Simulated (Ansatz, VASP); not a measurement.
Two plane-wave programs on AlN

```
CELL_PARAMETERS angstrom
0.00000 2.11933 2.24894
2.11933 0.00000 2.24894
2.11933 2.11933 0.00000
ATOMIC_POSITIONS crystal
Al 0.00000 0.00000 0.00000
N 0.25000 0.25000 0.25000
```

Change from the starting cell: epitaxial_xy strain -3.0%.

Alike in both runs: task single point; functional r2SCAN; k mesh 10 × 10 × 10; no spin polarisation.

|  | VASP | Ansatz |
| --- | --- | --- |
| version | VASP 6.6.1 | Ansatz 0.2.0 |
| potentials or method | VASP PAW PBE potentials, release 64 (Al, N) | plane waves, PAW |
| plane-wave cutoff (eV) | 520 | 500 |
| occupations | gaussian, width 0.01 eV | fixed |
| valence electrons in the cell | 8 | 8 |

VASP gave:

| Quantity | Value |
| --- | --- |
| gap on the k mesh at the Fermi level (eV) | 3.75 |
| pressure (GPa) | 6.5 |
| traceless stress, the component that is largest in VASP (GPa) | -6.88 |

Problem. Which values does Ansatz return?

Solution. gap on the k mesh at the Fermi level (eV): 3.76; pressure (GPa): 6.9; traceless stress, the component that is largest in VASP (GPa): -6.86.

VASP's potentials were made for PBE, not for r2SCAN.
